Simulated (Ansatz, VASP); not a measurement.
KF in VASP and in Ansatz

```
K F
1.0
     3.51967    0.00000    0.00000
     0.00000    3.51967    0.00000
     0.00000    0.00000    3.38931
K F
1 1
Direct
  0.00000 0.00000 0.00000
  0.50000 0.50000 0.50000
```

Change from the starting cell: strain +0.080 along x and y, +0.040 along z, atoms carried along.

Alike in both runs: task single point; functional PBEsol; k mesh 8 × 8 × 8; occupations gaussian, width 0.05 eV; no spin polarisation.

|  | VASP | Ansatz |
| --- | --- | --- |
| version | VASP 6.6.1 | Ansatz 0.2.0 |
| potentials or method | VASP PAW PBE potentials, release 64 (K_sv, F), cutoff 520 eV | scalar-relativistic, plane waves, PAW |
| valence electrons in the cell | 16 | 16 |

|  | VASP | Ansatz | Ansatz less VASP |
| --- | --- | --- | --- |
| gap on the k mesh at the Fermi level (eV) | 4.92 | 4.93 | +0.012 |
| least direct gap on the mesh (eV) | 4.98 | 4.99 | +0.011 |
| pressure (GPa) | -5.5 | -5.4 | +0.09 |
| traceless stress, the component that is largest in VASP (GPa) | 1.68 | 1.69 | +0.002 |

VASP's potentials were made for PBE, not for PBEsol. The functional is the same, so the differences come from potentials, cutoffs and numerics.
